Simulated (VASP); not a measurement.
Input of a VASP 6.6.1 run:

INCAR

```
  ALGO = Normal
  EDIFF = 1E-6
  ENCUT = 500
  GGA = PE
  GGA_COMPAT = F
  ISIF = 2
  ISMEAR = 0
  LASPH = T
  LCHARG = F
  LMAXMIX = 6
  LREAL = F
  LWAVE = F
  NBANDS = 32
  NELM = 200
  PREC = Accurate
  SIGMA = 0.2
```

Contents of KPOINTS:

```
k-points
0
Gamma
  4 4 4
```

Contents of POSCAR:

```
DyAgH2
1.0
   -3.0385530583      3.0385530583      3.5343122302
    3.0385530583     -3.0385530583      3.5343122302
    3.0385530583      3.0385530583     -3.5343122302
Dy Ag H
2 2 4
Direct
    0.7778548816      0.7778548816      0.0000000000
    0.2221451184      0.2221451184      0.0000000000
    0.7500000000      0.2500000000      0.5000000000
    0.2500000000      0.7500000000      0.5000000000
    0.0000000000      0.2358803358      0.2358803358
    0.0000000000      0.7641196642      0.7641196642
    0.2358803358      0.0000000000      0.2358803358
    0.7641196642      0.0000000000      0.7641196642
```

Potentials or basis: VASP PAW PBE potentials, release 64 (Dy_3, Ag, H), 4f in core.

Launch:

```console
$ cat potpaw_PBE.64/Dy_3/POTCAR potpaw_PBE.64/Ag/POTCAR potpaw_PBE.64/H/POTCAR > POTCAR
$ mpirun -np 1 vasp_std > vasp.out
```

(1) What does it give for the band gap on the k mesh?

(2) Predict the pressure.

(3) Estimate the largest force.

## Answers

(1) zero (bands 22 and 23 overlap by 1.49 eV).

(2) 0.5 GPa.

(3) 0.102 eV/Å.

Caveat: spin-orbit coupling is left out, which moves the levels of the heavy elements; the 4f electrons are frozen in the core, so they carry no moment and show no levels.
